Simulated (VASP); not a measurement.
# Ge8H3N: single point with PBEsol

System: Ge8H3N, a slab with vacuum.

```xyz
24
Lattice="8.0044 0.0000 0.0000 4.0022 6.9321 0.0000 0.0000 0.0000 18.1748" Properties=species:S:1:pos:R:3 pbc="T T T"
H     2.0011    1.1553    1.0000
H     6.0033    1.1553    1.0000
H     4.0022    4.6214    1.0000
H     8.0044    4.6214    1.0000
H     2.1188    3.3316    8.0684
H     6.0168    3.4250    8.0568
Ge    2.0011    1.1553    2.5500
Ge    6.0033    1.1553    2.5500
Ge    4.0022    4.6214    2.5500
Ge    8.0044    4.6214    2.5500
Ge   -0.0053    2.3085    3.3584
Ge    3.9957    2.3151    3.3060
Ge    1.9707    5.7942    3.4018
Ge    5.9914    5.7780    3.3389
Ge    0.0842    2.1324    5.7814
Ge    4.1181    2.2797    5.7299
Ge    2.3411    5.7122    5.8775
Ge    5.9824    5.7638    5.7815
Ge    0.1454    0.0027    7.1080
Ge    4.1706   -0.1414    5.8769
Ge    2.0542    3.3618    6.5160
Ge    6.1237    3.4271    6.5073
N     5.4808    0.4782   10.3944
N     5.0069    0.4289    9.4031
```

```yaml
Program: VASP 6.6.1
Task: single point
Functional: PBEsol
Potentials_or_basis: VASP PAW PBE potentials, release 64 (H, Ge_d, N)
Cutoff: 520 eV
k_mesh: 2 × 2 × 1
Occupations: gaussian, width 0.05 eV
Spin: no spin polarisation
```

```yaml
Largest_force: 1.892 eV/Å
Band_gap_on_the_k_mesh: 0.22 eV
```

Forces on the atoms (eV/Å):
```
H    0.040 -0.015 -0.002
H    0.020 -0.064  0.008
H   -0.051  0.041 -0.078
H    0.061  0.022 -0.028
H   -0.001  0.000 -0.021
H    0.002  0.000 -0.021
Ge  -0.015 -0.046 -0.014
Ge   0.087  0.045 -0.045
Ge  -0.105  0.108  0.008
Ge  -0.028 -0.087  0.146
Ge   0.001  0.000  0.003
Ge   0.001  0.002  0.000
Ge   0.000  0.000 -0.005
Ge  -0.002 -0.001  0.000
Ge   0.003  0.005 -0.004
Ge   0.000 -0.002 -0.004
Ge  -0.002  0.000  0.005
Ge   0.007 -0.002 -0.004
Ge  -0.003 -0.001  0.004
Ge   0.001 -0.001  0.003
Ge   0.003 -0.003  0.022
Ge  -0.005 -0.001  0.021
N    0.807  0.086  1.709
N   -0.819 -0.086 -1.702
```

Levels at points of the mesh, in eV from the valence-band top:
| k point | band 117 | band 118 | band 119 | band 120 | band 121 | band 122 | band 123 | band 124 |
| --- | --- | --- | --- | --- | --- | --- | --- | --- |
| (0.00, 0.00, 0.00) | -0.70 | -0.63 | -0.14 | 0.00 | 0.22 | 0.97 | 1.12 | 1.29 |
| (0.50, 0.00, 0.00) | -1.55 | -0.83 | -0.71 | -0.60 | 0.71 | 1.74 | 1.81 | 2.05 |
| (0.50, 0.50, 0.00) | -1.55 | -0.83 | -0.64 | -0.58 | 0.65 | 1.75 | 1.95 | 2.05 |
| (0.00, 0.50, 0.00) | -1.58 | -0.78 | -0.68 | -0.63 | 0.61 | 1.74 | 1.90 | 2.00 |

Run time: 39 min on 1 thread of Intel Xeon 8259CL (shared host), peak memory 1.1 GiB.

Caveat: the k points lie up to 0.45 Å⁻¹ apart; the standard files for N, O and F lose accuracy on very short bonds; there is no dipole correction, which matters where the two faces differ; semilocal functionals underestimate gaps, and a narrow one can read as zero; the PAW data sets were made with another functional, which shifts forces and pressure a little.
